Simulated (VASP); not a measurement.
Wanted: the native input for a VASP 6.6.1 run.

```
Task                   : single point
Functional             : PBE
Potentials or basis    : VASP PAW PBE potentials, release 64 (K_sv, C, O)
Cutoff                 : 600 eV
k mesh                 : 5 × 5 × 5
Occupations            : methfessel-paxton, width 0.1 eV
Spin                   : no spin polarisation
Dipole correction      : no
Further INCAR settings : ALGO = Normal; EDIFF = 1e-06; NBANDS = 26
```

The structure of K3CO lies in POSCAR:

```
K3CO
1.0
    5.2310620000      0.0000000000      0.0000000000
    0.0000000000      5.2310620000      0.0000000000
    0.0000000000      0.0000000000      5.2310620000
K C O
3 1 1
Direct
    0.0000000000      0.0000000000      0.5000000000
    0.0000000000      0.5000000000      0.0000000000
    0.5000000000      0.0000000000      0.0000000000
    0.5000000000      0.5000000000      0.5000000000
    0.0000000000      0.0000000000      0.0000000000
```

These files were run (other wordings do the same):

INCAR

```
SYSTEM = K3CO
  PREC = Accurate
  ENCUT = 600
  EDIFF = 1E-6
  ISMEAR = 1
  SIGMA = 0.1
  LREAL = .False.
  LASPH = .True.
  NELM = 120
  ALGO = Normal
  ISIF = 2
  LWAVE = .False.
  LCHARG = .True.
  GGA = PE
  LELF = .True.
  LVHAR = .True.
  NBANDS = 26
  GGA_COMPAT = .False.
```

KPOINTS

```
regular mesh
0
Gamma
  5 5 5
  0 0 0
```

Potentials or basis: VASP PAW PBE potentials, release 64 (K_sv, C, O).

Run with:

```sh
$ cat potpaw_PBE.64/K_sv/POTCAR potpaw_PBE.64/C/POTCAR potpaw_PBE.64/O/POTCAR > POTCAR
$ mpirun -np 1 vasp_std > vasp.out
```

It gave:

```yaml
Pressure: -0.3 GPa
Band_gap_on_the_k_mesh: zero (an odd number of electrons rules out a gap without spin polarisation)
```

Run time: 3.6 min on 1 thread of Intel(R) Xeon(R) Platinum 8259CL CPU @ 2.50GHz (Skylake/Cascade Lake) (shared host), peak memory 0.27 GiB.
